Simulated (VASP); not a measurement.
GaN:

```xyz
2
Lattice="0.0000 2.2490 2.2490 2.2490 0.0000 2.2490 2.2490 2.2490 0.0000" Properties=species:S:1:pos:R:3 pbc="T T T"
Ga    0.0000    0.0000    0.0000
N     1.1245    1.1245    1.1245
```

Base run:

* Program: VASP 6.6.1
* Functional: PBEsol
* Potentials or basis: VASP PAW PBE potentials, release 64 (Ga_d, N)
* Cutoff: 520 eV
* k mesh: 6 × 6 × 6
* Occupations: gaussian, width 0.01 eV
* Spin: no spin polarisation

Its results: band gap on the k mesh 1.72 eV, direct; pressure -0.2 GPa.

Problem. The run is repeated on the same cell with these changes: functional from PBEsol to HSE06; k mesh from 6 × 6 × 6 to 4 × 4 × 4. What comes out?

Solution. Band gap on the k mesh 3.06 eV, direct; pressure -0.1 GPa.

Several settings changed at once, so the effect can't be laid on one alone.

Caveats: some runs use coarse meshes; the PAW data sets were made with another functional, which shifts forces and pressure a little.

